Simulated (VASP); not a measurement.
Input of a VASP 6.6.1 run:

Contents of INCAR:

```
PREC = Accurate ; ENCUT = 500
EDIFF = 1E-6 ; ISMEAR = -1
SIGMA = 0.05 ; LREAL = False
LASPH = True ; NELM = 120
ALGO = Normal ; ISIF = 2
LWAVE = False ; LCHARG = False
GGA = PE ; NBANDS = 8
GGA_COMPAT = False
```

KPOINTS

```
regular mesh
0
Gamma
  13 13 13
```

The input POSCAR:

```
Si
1.0
   -1.6049268977      1.6049268977      1.3024853673
    1.6049268977     -1.6049268977      1.3024853673
    1.6049268977      1.6049268977     -1.3024853673
Si
1
Direct
    0.0000000000      0.0000000000      0.0000000000
```

Potentials or basis: VASP PAW PBE potentials, release 64 (Si).

Command:

```bash
$ cat potpaw_PBE.64/Si/POTCAR > POTCAR
$ mpirun -np 1 vasp_std > vasp.out
```

(1) Estimate the band gap on the k mesh.

(2) Estimate the pressure.

Results:

(1) zero (bands 2 and 3 overlap by 13.82 eV).

(2) 8.1 GPa.

Caveat: the cell stands under pressure.
